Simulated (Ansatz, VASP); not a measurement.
**LiC3 in VASP and in Ansatz**

Contents of INCAR:

```
SYSTEM = LiC3
PREC = Accurate ; ENCUT = 600
EDIFF = 1E-6 ; ISMEAR = 0
SIGMA = 0.1 ; LREAL = .False.
LASPH = .True. ; NELM = 80
ALGO = Normal ; ISIF = 3
LWAVE = .False. ; LCHARG = .False.
GGA = PE ; IBRION = 2
NSW = 90 ; EDIFFG = -0.04
```

File KPOINTS:

```
regular mesh
0
Gamma
  6 6 6
  0 0 0
```

The input POSCAR:

```
LiC3
1.0
    3.2408255504      0.0000000000      0.0000000000
    0.0000000000      3.2408255504      0.0000000000
    0.0000000000      0.0000000000      3.2408255504
Li C
1 3
Direct
    0.0000000000      0.0000000000      0.0000000000
    0.0000000000      0.5000000000      0.5000000000
    0.5000000000      0.0000000000      0.5000000000
    0.5000000000      0.5000000000      0.0000000000
```

Input for Ansatz:

```yaml
crystal:
  lattice:
    - [3.2408255504, 0.0, 0.0]
    - [0.0, 3.2408255504, 0.0]
    - [0.0, 0.0, 3.2408255504]
  atoms:
    - { symbol: Li, position: [0.0, 0.0, 0.0] }
    - { symbol: C, position: [0.0, 0.5, 0.5] }
    - { symbol: C, position: [0.5, 0.0, 0.5] }
    - { symbol: C, position: [0.5, 0.5, 0.0] }
basis:
  ecutwfc: 420
kpoints:
  mp_grid: { grid: [6, 6, 6] }
hamiltonian:
  xc: pbe
scf:
  occupations: { method: gaussian, width: 0.1 }
  lower_state_search: "off"
output:
  forces: true
  stress: true
  eigenvalues: true
relax:
  adjacent_minimum: "off"
  f_tol: 0.04
  max_steps: 70
  cell: { stress_tol: 0.4 }
```

Alike in both runs: task relaxation of cell and atoms; functional PBE; k mesh 6 × 6 × 6; occupations gaussian, width 0.1 eV; no spin polarisation.

|  | VASP | Ansatz |
| --- | --- | --- |
| version | VASP 6.6.1 | Ansatz 0.2.0 |
| potentials or method | VASP PAW PBE potentials, release 64 (Li_sv, C), cutoff 600 eV | scalar-relativistic, plane waves, PAW |
| valence electrons in the cell | 15 | 15 |

|  | VASP | Ansatz | Ansatz less VASP |
| --- | --- | --- | --- |
| gap on the k mesh at the Fermi level, each at its own relaxed structure (eV) | none | none | - |
| relaxed volume (Å³/atom) | 6.96 | 6.94 | -0.026 |
| relaxed length of the cell vector where the two differ most in proportion (Å) | 3.031 | 3.027 | -0.0037 |

A gap of «none» marks a metal or a gap that the smearing closes.

Noted on VASP's run: the cutoff is under 1.25 times that of the potentials, so the pressure is a little rough; the volume moved by over 15 % at a fixed basis, so the end points are rough.
